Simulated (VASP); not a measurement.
Set up this calculation in VASP 6.6.1, as the native input.

| Item | Value |
| --- | --- |
| Task | single point |
| Functional | PBE |
| Potentials or basis | VASP PAW PBE potentials, release 64 (Rb_sv, Br) |
| Cutoff | 520 eV |
| k mesh | 4 × 4 × 4 |
| Occupations | gaussian, width 0.01 eV |
| Spin | no spin polarisation |
| Dipole correction | no |
| Further INCAR settings | ALGO = Normal; EDIFF = 1e-06; NBANDS = 15 |

The structure of RbBr lies in POSCAR:

```
RbBr
1.0
    0.0432603263      3.4608261073      3.4608261073
    3.4608261073      0.0432603263      3.4608261073
    3.5040864336      3.5040864336      0.0000000000
Rb Br
1 1
Direct
    0.0000000000      0.0000000000      0.0000000000
    0.5000000000      0.5000000000      0.5000000000
```

This cell differs from its parent crystal: shear xy strain +2.5%.

The input as run:

INCAR

```
SYSTEM = RbBr
PREC = Accurate ; ENCUT = 520
EDIFF = 1E-6 ; ISMEAR = 0
SIGMA = 0.01 ; LREAL = .False.
LASPH = .True. ; NELM = 100
ALGO = Normal ; ISIF = 2
LWAVE = .False. ; LCHARG = .False.
GGA = PE ; NBANDS = 15
```

KPOINTS

```
regular mesh
0
Gamma
  4 4 4
  0 0 0
```

Potentials or basis: VASP PAW PBE potentials, release 64 (Rb_sv, Br).

Launch:

```bash
$ cat potpaw_PBE.64/Rb_sv/POTCAR potpaw_PBE.64/Br/POTCAR > POTCAR
$ mpirun -np 1 vasp_std > vasp.out
```

Results of the run:

| Item | Value |
| --- | --- |
| Pressure | 0.6 GPa |
| Band gap on the k mesh | 4.27 eV |

Caveat: the cell differs from its parent crystal (shear xy strain +2.5%).

Run time: 48 s on 1 thread of AMD EPYC 7R13 (shared host), peak memory 0.19 GiB.
